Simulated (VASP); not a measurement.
# Si31Ni (a cell with a defect) in VASP: single point with PBEsol

Aim: the single point of Si31Ni (a cell with a defect) with PBEsol.

Program: VASP 6.6.1. These are calculated values, not measurements. Logs are shortened: lines on timing, memory, paths and dates and some standing lists are left out, and cuts for length are marked.

### 1 The cell of the first run

The cell holds a defect, 32 atoms: a = 9.412 Å, b = 9.412 Å, c = 9.412 Å, α = 109.47°, β = 109.47°, γ = 109.47°.

### 2 Single point, PBEsol, collinear spin, ferromagnetic start

The input, INCAR:

```
PREC = Accurate
ENCUT = 520
EDIFF = 1E-6
ISMEAR = 0
SIGMA = 0.02
LREAL = Auto
LASPH = T
NELM = 150
ALGO = Normal
ISIF = 2
LWAVE = F
LCHARG = F
ISPIN = 2
MAGMOM = 2 0 0 0 0 0 0 0 0 0 0 0 0 0 0 0 0 0 0 0 0 0 0 0 0 0 0 0 0 0 0 0
LORBIT = 11
LMAXMIX = 4
GGA = PS
NELECT = 135.0
NBANDS = 93
```

The input, KPOINTS:

```
Automatic mesh
0
Gamma
  3 3 3
```

The input, POSCAR:

```
Si31Ni
1.0
   -5.4338341610      5.4338341610      5.4338341610
    5.4338341610     -5.4338341610      5.4338341610
    5.4338341610      5.4338341610     -5.4338341610
Ni Si
1 31
Direct
    0.2500000000      0.5000000000      0.0000000000
    0.2500000000      0.7498857327      0.7537333124
    0.2500000000      0.0000000000      0.5000000000
    0.4998857327      0.2537333124      0.0000000000
    0.2500000000      0.2537333124      0.2498857327
    0.4998857327      0.5000000000      0.7537333124
    0.4962666876      0.7462666876      0.4961524203
    0.7500000000      0.0000000000      0.0000000000
    0.4962666876     -0.0038475797      0.2462666876
    0.7538475797      0.2501142673      0.7501142673
    0.7500000000      0.5000000000      0.5000000000
    0.0037333124      0.7498857327      0.0000000000
    0.7461524203      0.7462666876      0.2462666876
    0.0001142673      0.0038475797      0.7501142673
    0.0001142673      0.2501142673      0.5038475797
    0.0037333124      0.5000000000      0.2498857327
    0.0143170713      0.2643170713      0.7643170713
    0.0010371216      0.5000000000      0.5005535104
   -0.0004836112      0.7489628784      0.2489628784
    0.2500000000      0.0005535104      0.7510371216
    0.0010371216      0.0005535104      0.0000000000
    0.2500000000      0.2510371216      0.5005535104
    0.2500000000      0.5000000000      0.2356829287
    0.4989628784      0.7489628784      0.7495163888
    0.2500000000      0.7356829287      0.0000000000
    0.5004836112     -0.0005535104      0.4994464896
    0.4989628784      0.2495163888      0.2489628784
    0.7505535104      0.5000000000      0.7510371216
    0.4856829287      0.5000000000      0.0000000000
    0.7494464896      0.7504836112      0.4994464896
    0.7494464896     -0.0005535104      0.2504836112
    0.7505535104      0.2510371216      0.0000000000
```

Potentials or basis: VASP PAW PBE potentials, release 64 (Ni, Si).

Launch:

```sh
$ cat potpaw_PBE.64/Ni/POTCAR potpaw_PBE.64/Si/POTCAR > POTCAR
$ mpirun -np 1 vasp_std > vasp.out
```

OUTCAR:

```text
PREC = Accurate
   ENCUT = 520
   EDIFF = 1E-6
   ISMEAR = 0
   LREAL = Auto
   LASPH = T
   NELM = 150
   ISIF = 2
   ISPIN = 2
   LORBIT = 11
   GGA = PS
   NELECT = 135.0

 ion  position               nearest neighbor table
   1  0.250  0.500  0.000-  17 2.22  23 2.22  25 2.22  29 2.22
   2  0.250  0.750  0.754-  18 2.36  24 2.36  25 2.37  20 2.37
   3  0.250  0.000  0.500-  20 2.36  22 2.36  26 2.36  19 2.36
   4  0.500  0.254  0.000-  20 2.36  27 2.36  29 2.37  32 2.37
   5  0.250  0.254  0.250-  21 2.36  27 2.36  23 2.37  22 2.37
   6  0.500  0.500  0.754-  22 2.36  24 2.36  29 2.37  28 2.37
[... 24 lines left out ...]
  31  0.749  0.999  0.250-   9 2.36  13 2.36   8 2.36  15 2.37
  32  0.751  0.251  0.000-  10 2.36  16 2.36   8 2.36   4 2.37

  LATTYP: Found a body centered cubic cell.
 ALAT       =    10.8676683220

  Lattice vectors:

 A1 = (  -5.4338341610,   5.4338341610,   5.4338341610)
 A2 = (   5.4338341610,  -5.4338341610,   5.4338341610)
 A3 = (   5.4338341610,   5.4338341610,  -5.4338341610)

Analysis of symmetry for initial positions (statically):
=====================================================================
 Subroutine PRICEL returns:
 Original cell was already a primitive cell.

 Routine SETGRP: Setting up the symmetry group for a
 body centered cubic supercell.

 Subroutine GETGRP returns: Found 24 space group operations
 (whereof  2 operations were pure point group operations)
 out of a pool of 48 trial point group operations.

The static configuration has the point symmetry C_1h.
 The point group associated with its full space group is T_d .

Analysis of symmetry for dynamics (positions and initial velocities):
=====================================================================
 Subroutine PRICEL returns:
 Original cell was already a primitive cell.

 Routine SETGRP: Setting up the symmetry group for a
 body centered cubic supercell.

 Subroutine GETGRP returns: Found 24 space group operations
 (whereof  2 operations were pure point group operations)
 out of a pool of 48 trial point group operations.

The dynamic configuration has the point symmetry C_1h.
 The point group associated with its full space group is T_d .

Analysis of structural, dynamic, and magnetic symmetry:
=====================================================================
 Subroutine PRICEL returns:
 Original cell was already a primitive cell.

 Routine SETGRP: Setting up the symmetry group for a
 body centered cubic supercell.

 Subroutine GETGRP returns: Found 24 space group operations
 (whereof  2 operations were pure point group operations)
 out of a pool of 48 trial point group operations.

The overall configuration has the point symmetry C_1h.
 The point group associated with its full space group is T_d .

 Subroutine INISYM returns: Found 24 space group operations
 (whereof  2 operations are pure point group operations),
 and found     1 'primitive' translations

----------------------------------------------------------------------------------------

                                     Primitive cell

  volume of cell :     641.7696

  direct lattice vectors                    reciprocal lattice vectors
    -5.433834161  5.433834161  5.433834161     0.000000000  0.092016058  0.092016058
     5.433834161 -5.433834161  5.433834161     0.092016058  0.000000000  0.092016058
     5.433834161  5.433834161 -5.433834161     0.092016058  0.092016058  0.000000000

  length of vectors
     9.411676847  9.411676847  9.411676847     0.130130357  0.130130357  0.130130357

  position of ions in fractional coordinates (direct lattice)
     0.250000000  0.500000000  0.000000000
     0.250000000  0.749885733  0.753733312
     0.250000000  0.000000000  0.500000000
     0.499885733  0.253733312  0.000000000
     0.250000000  0.253733312  0.249885733
     0.499885733  0.500000000  0.753733312
[... 24 lines left out ...]
     0.749446490  0.999446490  0.250483611
     0.750553510  0.251037122  0.000000000

  ion indices of the primitive-cell ions
   primitive index   ion index
                 1           1
                 2           2
                 3           3
                 4           4
                 5           5
                 6           6
[... 24 lines left out ...]
                31          31
                32          32

----------------------------------------------------------------------------------------

 KPOINTS: Automatic mesh

Automatic generation of k-mesh.
 Grid dimensions read from file:
 generate k-points for:    3    3    3

 Generating k-lattice:

  Cartesian coordinates                     Fractional coordinates (reciprocal lattice)
     0.000000000  0.030672019  0.030672019     0.333333333  0.000000000  0.000000000
     0.030672019  0.000000000  0.030672019     0.000000000  0.333333333  0.000000000
     0.030672019  0.030672019  0.000000000     0.000000000  0.000000000  0.333333333

  Length of vectors
     0.043376786  0.043376786  0.043376786

  Shift w.r.t. Gamma in fractional coordinates (k-lattice)
     0.000000000  0.000000000  0.000000000

 Subroutine IBZKPT returns following result:
 ===========================================

 Found      4 irreducible k-points:

 Following reciprocal coordinates:
            Coordinates               Weight
  0.000000  0.000000  0.000000      1.000000
  0.333333  0.000000  0.000000     12.000000
  0.333333  0.333333  0.000000      8.000000
 -0.333333  0.333333  0.333333      6.000000
   k-points           NKPTS =      4   k-points in BZ     NKDIM =      4   number of bands    NBANDS=     93
   number of dos      NEDOS =    301   number of ions     NIONS =     32
   total plane-waves  NPLWV = 343000
   dimension x,y,z NGX =    70 NGY =   70 NGZ =   70
   dimension x,y,z NGXF=   140 NGYF=  140 NGZF=  140
   ions per type =               1  31
   NGX,Y,Z   is equivalent  to a cutoff of  12.36, 12.36, 12.36 a.u.
   NGXF,Y,Z  is equivalent  to a cutoff of  24.73, 24.73, 24.73 a.u.
 SYSTEM =  unknown system
   PREC   = accura    normal or accurate (medium, high low for compatibility)
   ISTART =      0    job   : 0-new  1-cont  2-samecut
   ICHARG =      2    charge: 1-file 2-atom 10-const
   ISPIN  =      2    spin polarized calculation?
   LNONCOLLINEAR =      F non collinear calculations
   LSORBIT =      F    spin-orbit coupling
   LASPH  =      T    aspherical Exc in radial PAW
   ENCUT  =  520.0 eV  38.22 Ry    6.18 a.u.  17.50 17.50 17.50*2*pi/ulx,y,z
   NELM   =    150;   NELMIN=  2; NELMDL= -5     # of ELM steps
   EDIFF  = 0.1E-05   stopping-criterion for ELM
   LREAL  =      T    real-space projection
   EDIFFG = 0.1E-04   stopping-criterion for IOM
   NSW    =      0    number of steps for IOM
   IBRION =     -1    ionic relax: 0-MD 1-quasi-New 2-CG
   NFREE  =      0    steps in history (QN), initial steepest desc. (CG)
   ISIF   =      2    stress and relaxation
   ISYM   =      2    0-nonsym 1-usesym 2-fastsym
   POTIM  = 0.5000    time-step for ionic-motion
   TEBEG  =    0.0;   TEEND  =   0.0 temperature during run
   PSTRESS=    0.0 pullay stress
   NELECT =     135.0000    total number of electrons
   NUPDOWN=      -1.0000    fix difference up-down
   EMIN   =  10.00;   EMAX   =-10.00  energy-range for DOS
   EFERMI =   0.00;   METHOD = LEGACY
   ISMEAR =     0;   SIGMA  =   0.02  broadening in eV -4-tet -1-fermi 0-gaus
   EFERMI_NEDOS =   21; number of points for ismear=-14 and -15
   IALGO  =     38    algorithm
   IMIX   =      4    mixing-type and parameters
     AMIX     =   0.40;   BMIX     =  1.00
     AMIX_MAG =   1.60;   BMIX_MAG =  1.00
  volume/ion in A,a.u.               =      20.06       135.34
  Fermi-wavevector in a.u.,A,eV,Ry     =   0.973628  1.839890 12.897662  0.947951
  Thomas-Fermi vector in A             =   2.104023
   LORBIT       =     11    0 simple, 1 ext, 2 COOP (PROOUT), +10 PAW based schemes
   GGA     = PS    functional components
   LHFCALC =     F    Hartree Fock is set to
   AEXX    =    0.0000 exact exchange contribution
   IVDW    =     0    specifies the selected vdW correction
   LEPSILON=     F    determine dielectric tensor
   LRPA    =     F    only Hartree local field effects (RPA)
 spin polarized calculation
 Gauss-broadening in eV      SIGMA  =   0.02
  energy-cutoff  :      520.00
  volume of cell :      641.77
 maximum number of plane-waves:     17357
 NGX is ok and might be reduce to    70
   NGX = 35   NGY = 35   NGZ = 35

 number of electron     134.9999984 magnetization       1.6754441

 Free energy of the ion-electron system (eV)
  ---------------------------------------------------
  ext. energy  EPLUGINS =         0.00000000
  ---------------------------------------------------
  free energy    TOTEN  =      -176.95606825 eV

  energy without entropy =     -176.95369486  energy(sigma->0) =     -176.95488155

 E-fermi :   5.7974     XC(G=0):  -9.5996

 val. band max:        5.7844004144   @ k =   0.3333   0.3333   0.0000
 cond. band min:       5.8489071949   @ k =   0.3333   0.0000   0.0000
 fundamental gap:      0.0645067806
 Fermi energy:         5.7973508441

 spin component 1

 k-point     1 :       0.0000    0.0000    0.0000
  band No.  band energies     occupation
      1      -6.2425      1.00000
      2      -4.2993      1.00000
      3      -4.2993      1.00000
      4      -4.2680      1.00000
      5      -4.2680      1.00000
      6      -4.2680      1.00000
[... 317 lines left out ...]
     78       7.7542      0.00000
     79       7.8467      0.00000
 Fermi energy:         5.7973508441

 spin component 2

 k-point     1 :       0.0000    0.0000    0.0000
  band No.  band energies     occupation
      1      -6.2089      1.00000
      2      -4.2739      1.00000
      3      -4.2739      1.00000
      4      -4.2476      1.00000
      5      -4.2476      1.00000
      6      -4.2476      1.00000
[... 317 lines left out ...]
     78       7.7989      0.00000
     79       7.8940      0.00000
 [bands above 79 left out]

------------------------ aborting loop because EDIFF is reached ----------------------------------------

  FORCE on cell =-STRESS in cart. coord.  units (eV):
  Direction    XX          YY          ZZ          XY          YZ          ZX
  --------------------------------------------------------------------------------------
  -------------------------------------------------------------------------------------
  Total        5.7846127      5.7846127      5.7846127     -0.0000000      0.0000000     -0.0000000
  in kB       14.4412817     14.4412817     14.4412817     -0.0000000      0.0000000     -0.0000000
  external PRESSURE =      14.4412817 kB  Pullay stress =       0.0000000 kB

 VOLUME and BASIS-vectors are now :
 -----------------------------------------------------------------------------
  energy-cutoff  :      520.00
  volume of cell :      641.77
      direct lattice vectors                 reciprocal lattice vectors
    -5.433834161  5.433834161  5.433834161     0.000000000  0.092016058  0.092016058
     5.433834161 -5.433834161  5.433834161     0.092016058  0.000000000  0.092016058
     5.433834161  5.433834161 -5.433834161     0.092016058  0.092016058  0.000000000

 POSITION                                       TOTAL-FORCE (eV/Angst)
 -----------------------------------------------------------------------------------
      1.35846     -1.35846      4.07538        -0.000000     -0.000000      0.000000
      6.81196      1.37937      1.33755        -0.000731     -0.002449      0.002449
      1.35846      4.07538     -1.35846        -0.000000     -0.000000      0.000000
     -1.33755      1.33755      4.09504        -0.002449      0.002449     -0.000731
      1.37812      1.33755      1.37937        -0.000731      0.002449     -0.002449
      4.09628      4.09504      1.33755        -0.002449     -0.000731      0.002449
[... 24 lines left out ...]
      2.71954      0.00263      8.14211         0.000473      0.000473     -0.002910
     -2.71429      2.71429      5.44248         0.000473     -0.000473      0.002910
 -----------------------------------------------------------------------------------
    total drift:                               -0.000000     -0.000000     -0.000000

  FREE ENERGIE OF THE ION-ELECTRON SYSTEM (eV)
  ---------------------------------------------------
  free  energy   TOTEN  =      -176.9560682488 eV

  energy  without entropy=     -176.9536948588  energy(sigma->0) =     -176.95488155

 total charge

# of ion       s       p       d       tot
------------------------------------------
    1        0.577   0.549   8.419   9.545
    2        0.760   0.927   0.000   1.687
    3        0.758   0.933   0.000   1.691
    4        0.760   0.927   0.000   1.687
    5        0.760   0.927   0.000   1.687
    6        0.760   0.927   0.000   1.687
[... 24 lines left out ...]
   31        0.757   0.932   0.000   1.690
   32        0.757   0.932   0.000   1.690
--------------------------------------------------
tot         24.156  29.250   8.419  61.825

 magnetization (x)

# of ion       s       p       d       tot
------------------------------------------
    1        0.004   0.121   0.287   0.412
    2        0.003   0.008   0.000   0.010
    3        0.001   0.009   0.000   0.010
    4        0.003   0.008   0.000   0.010
    5        0.003   0.008   0.000   0.010
    6        0.003   0.008   0.000   0.010
[... 24 lines left out ...]
   31        0.001   0.007   0.000   0.008
   32        0.001   0.007   0.000   0.008
--------------------------------------------------
tot          0.093   0.466   0.287   0.846
```

It took 33 min on 1 thread of Oxide Virtual Turin-like, shared host; peak memory 1 GiB.

What came out:

* Free energy: -176.9561 eV
* Largest force: 0.005 eV/Å
* Net moment: 1.68 μB per cell
* Site moments: Ni +0.41; Si +0.01, +0.04 (each value once) μB
* Valence electrons inside the program's atomic spheres: Ni 9.54; Si 1.69, 1.67 (each value once)

Forces in eV/Å, atoms in the order of the input:
```
Ni   0.000  0.000  0.000
Si  -0.001 -0.002  0.002
Si   0.000  0.000  0.000
Si  -0.002  0.002 -0.001
Si  -0.001  0.002 -0.002
Si  -0.002 -0.001  0.002
Si   0.002  0.002  0.001
Si   0.000  0.000  0.000
Si   0.002  0.001  0.002
Si   0.001 -0.002 -0.002
Si   0.000  0.000  0.000
Si   0.002 -0.002 -0.001
Si   0.001  0.002  0.002
Si  -0.002  0.001 -0.002
Si  -0.002 -0.002  0.001
Si   0.002 -0.001 -0.002
Si  -0.003 -0.003 -0.003
Si   0.000  0.003  0.000
Si  -0.003  0.000  0.000
Si   0.003  0.000  0.000
Si   0.000  0.000  0.003
Si   0.003  0.000  0.000
Si   0.003  0.003 -0.003
Si   0.000  0.000 -0.003
Si   0.003 -0.003  0.003
Si  -0.003  0.000  0.000
Si   0.000 -0.003  0.000
Si   0.000  0.003  0.000
Si  -0.003  0.003  0.003
Si   0.000 -0.003  0.000
Si   0.000  0.000 -0.003
Si   0.000  0.000  0.003
```

Caveat: the cell carries a net charge on a neutralising background, which shifts energy and pressure; the cell is charged against a uniform background, so pressure and absolute levels hang on convention; the PAW data sets were made with another functional, which shifts forces and pressure a little.
